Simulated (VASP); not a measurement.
A run of VASP 6.6.1 is set up as follows.

INCAR

```
ALGO     = Normal         # electronic algorithm
EDIFF    = 1E-6           # SCF threshold, eV
ENCUT    = 520            # plane-wave cutoff, eV
GGA      = PE             # functional
ISIF     = 2              # what is computed and relaxed
ISMEAR   = -1             # smearing method
LASPH    = True           # aspherical terms in the spheres
LCHARG   = False          # write CHGCAR
LDAU     = True           # DFT+U
LDAUJ    = 0 0          
LDAUL    = 2 -1           # shell
LDAUPRINT= 1            
LDAUTYPE = 2            
LDAUU    = 4 0            # U, eV
LMAXMIX  = 4              # l up to which the mixer works
LREAL    = False          # projectors in reciprocal space
LWAVE    = False          # write WAVECAR
NBANDS   = 25             # bands
NELM     = 150            # most SCF steps
PREC     = Accurate       # precision mode
SIGMA    = 0.05           # smearing width, eV
```

Contents of KPOINTS:

```
k-points
0
Gamma
  8 8 6
```

File POSCAR:

```
CuO
1.0
    3.1754955000      0.0000000000      0.0000000000
    0.0000000000      3.1754955000      0.0000000000
    0.0000000000      0.0000000000      4.6495318700
Cu O
2 2
Direct
    0.0000000000      0.0000000000      0.0000000000
    0.5000000000      0.5000000000      0.0000000000
    0.5000000000      0.0000000000      0.2670000000
    0.0000000000      0.5000000000      0.7330000000
```

Potentials or basis: VASP PAW PBE potentials, release 64 (Cu, O).

Command:

```console
$ cat potpaw_PBE.64/Cu/POTCAR potpaw_PBE.64/O/POTCAR > POTCAR
$ mpirun -np 1 vasp_std > vasp.out
```

Problem. Predict the pressure.

Solution. 12.9 GPa.

Problem. Estimate the largest force.

Solution. 1.069 eV/Å.

Problem. Estimate the band gap on the k mesh.

Solution. Zero (band 17 reaches 3.11 eV, above the bottom of band 18 at 1.88 eV).

Eigenvalues of the final occupation matrices:
| site | spin | trace | eigenvalues |
| --- | --- | --- | --- |
| site 1 d | 1 | 4.68 | 0.90 0.90 0.95 0.96 0.96 |
| site 1 d | 2 | 4.68 | 0.90 0.90 0.95 0.96 0.96 |
| site 2 d | 1 | 4.68 | 0.90 0.90 0.95 0.96 0.96 |
| site 2 d | 2 | 4.68 | 0.90 0.90 0.95 0.96 0.96 |

Caveat: U without spin polarisation on a metal has little footing; forces of over 1 eV/Å act on the atoms, so gaps and moduli don't describe the material at rest.
